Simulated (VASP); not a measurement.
Wanted: the native input for a VASP 6.6.1 run.

- Task: single point
- Functional: PBE
- Potentials or basis: VASP PAW PBE potentials, release 64 (B, N)
- Cutoff: 520 eV
- k mesh: 8 × 8 × 4, shifted
- Occupations: fermi-dirac, width 0.01 eV
- Spin: no spin polarisation
- Dipole correction: no
- Further INCAR settings: ALGO = Normal; EDIFF = 1e-07; NBANDS = 16; ISYM = 0

The structure of BN (BN (P6_3/mmc)) lies in POSCAR:

```
BN
1.0
    2.4883437625     -0.0000000007      0.0000000000
   -1.2441718806      2.1549689104      0.0000000000
    0.0000000000      0.0000000000      6.4954828750
B N
2 2
Direct
    0.3333333333      0.6666666667      0.2500000000
    0.6666666667      0.3333333333      0.7500000000
    0.3333333333      0.6666666667      0.7500000000
    0.6666666667      0.3333333333      0.2500000000
```

One way to write it, as run:

INCAR

```
SYSTEM = BN
  ALGO = Normal
  EDIFF = 1E-7
  ENCUT = 520
  GGA = PE
  ISIF = 2
  ISMEAR = -1
  ISYM = 0
  LASPH = .TRUE.
  LCHARG = .TRUE.
  LELF = .TRUE.
  LREAL = .FALSE.
  LVHAR = .TRUE.
  LWAVE = .FALSE.
  NBANDS = 16
  NELM = 100
  PREC = Accurate
  SIGMA = 0.01
```

KPOINTS

```
Automatic mesh
0
Gamma
  8 8 4
  0.5 0.5 0.5
```

Potentials or basis: VASP PAW PBE potentials, release 64 (B, N).

The run is started by

```bash
$ cat potpaw_PBE.64/B/POTCAR potpaw_PBE.64/N/POTCAR > POTCAR
$ mpirun -np 1 vasp_std > vasp.out
```

It gave:

```
Pressure               : 8.6 GPa
Band gap on the k mesh : 4.41 eV, indirect (least direct gap 4.72 eV)
```

Caveat: this functional lacks dispersion, which binds the layers, so the pressure and a relaxed spacing across them are unreliable.

It took 7.4 min on 1 thread of AMD EPYC 7R13 Processor (Zen 3) (shared host), peak memory 0.25 GiB.
